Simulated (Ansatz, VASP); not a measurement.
# B2AsH2 in VASP and in Ansatz

File INCAR:

```
  PREC = Accurate
  ENCUT = 560
  EDIFF = 1E-7
  ISMEAR = 0
  SIGMA = 0.1
  LREAL = False
  LASPH = True
  NELM = 120
  ALGO = Normal
  ISIF = 3
  LWAVE = False
  LCHARG = False
  GGA = PE
  IBRION = 2
  NSW = 90
  EDIFFG = -0.04
  GGA_COMPAT = False
  NELMIN = 4
```

The input KPOINTS:

```
regular mesh
0
Gamma
  6 6 4
```

File POSCAR:

```
B2AsH2
1.0
    4.3704900700      0.0000000000      0.0000000000
   -2.1852450400      3.7849554300      0.0000000000
    0.0000000000      0.0000000000      3.9556981300
B H As
2 2 1
Direct
    0.3333333300      0.6666666700      0.5000000000
    0.6666666700      0.3333333300      0.5000000000
    0.0000000000      0.0000000000      0.1417889800
    0.0000000000      0.0000000000      0.8582110200
    0.0000000000      0.0000000000      0.5000000000
```

Input for Ansatz:

```yaml
crystal:
  lattice:
    - [4.37049007, 0.0, 0.0]
    - [-2.18524504, 3.78495543, 0.0]
    - [0.0, 0.0, 3.95569813]
  atoms:
    - { symbol: B, position: [0.33333333, 0.66666667, 0.5] }
    - { symbol: B, position: [0.66666667, 0.33333333, 0.5] }
    - { symbol: H, position: [0.0, 0.0, 0.14178898] }
    - { symbol: H, position: [0.0, 0.0, 0.85821102] }
    - { symbol: As, position: [0.0, 0.0, 0.5] }
basis:
  ecutwfc: 420
kpoints:
  mp_grid: { grid: [6, 6, 4] }
hamiltonian:
  xc: pbe
scf:
  occupations: { method: gaussian, width: 0.1 }
  lower_state_search: "off"
output:
  forces: true
  stress: true
  eigenvalues: true
relax:
  adjacent_minimum: "off"
  f_tol: 0.04
  max_steps: 70
  cell: { stress_tol: 0.4 }
```

Alike in both runs: task relaxation of cell and atoms; functional PBE; k mesh 6 × 6 × 4; occupations gaussian, width 0.1 eV; no spin polarisation.

|  | VASP | Ansatz |
| --- | --- | --- |
| version | VASP 6.6.1 | Ansatz 0.2.0 |
| potentials or method | VASP PAW PBE potentials, release 64 (B, H, As_d), cutoff 560 eV | scalar-relativistic, plane waves, PAW |
| valence electrons in the cell | 23 | 23 |

Ansatz gave:

| Quantity | Value |
| --- | --- |
| gap on the k mesh at the Fermi level, each at its own relaxed structure (eV) | none |
| relaxed volume (Å³/atom) | 18.41 |
| relaxed length of the cell vector where the two differ most in proportion (Å) | 7.403 |

Task: Which values does VASP return?

Result: gap on the k mesh at the Fermi level, each at its own relaxed structure (eV): none; relaxed volume (Å³/atom): 15.46; relaxed length of the cell vector where the two differ most in proportion (Å): 6.243.

A gap of «none» marks a metal or a gap that the smearing closes. One of these differences is far larger than is usual between the two programs; its cause wasn't traced.

The k mesh is coarse, so the values compare programs but aren't converged. Noted on VASP's run: the volume moved by over 15 % at a fixed basis, so the end points are rough.
